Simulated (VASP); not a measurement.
Write the native input for VASP 6.6.1 that does the following.

```yaml
Task: single point
Functional: PBE
Potentials_or_basis: VASP PAW PBE potentials, release 64 (Ba_sv, S)
Cutoff: 520 eV
k_mesh: 4 × 4 × 4
Occupations: gaussian, width 0.01 eV
Spin: no spin polarisation
Dipole_correction: no
Further_INCAR_settings: ALGO = Normal; EDIFF = 1e-07; NBANDS = 15
```

The structure of BaS lies in POSCAR:

```
BaS
1.0
    3.7687667569      0.0000000000      0.0000000000
    0.0000000000      3.7687667569      0.0000000000
    0.0000000000      0.0000000000      3.7687667569
Ba S
1 1
Direct
    0.0000000000      0.0000000000      0.0000000000
    0.5000000000      0.5000000000      0.5000000000
```

This cell differs from its parent crystal: volume changed by -5%.

One way to write it, as run:

INCAR

```
PREC = Accurate
ENCUT = 520
EDIFF = 1E-7
ISMEAR = 0
SIGMA = 0.01
LREAL = F
LASPH = T
NELM = 80
ALGO = Normal
ISIF = 2
LWAVE = F
LCHARG = T
GGA = PE
LELF = T
LVHAR = T
NBANDS = 15
```

KPOINTS

```
Automatic mesh
0
Gamma
  4 4 4
```

Potentials or basis: VASP PAW PBE potentials, release 64 (Ba_sv, S).

The run is started by

```console
$ cat potpaw_PBE.64/Ba_sv/POTCAR potpaw_PBE.64/S/POTCAR > POTCAR
$ mpirun -np 1 vasp_std > vasp.out
```

It gave:

| Property | Result |
| --- | --- |
| Pressure | 4.2 GPa |
| Band gap on the k mesh | 1.33 eV, indirect (least direct gap 1.41 eV) |

Caveat: spin-orbit coupling is left out, which moves the levels of the heavy elements.

Run time: 14 s on 1 thread of Intel Xeon 8259CL (shared host), peak memory 0.16 GiB.
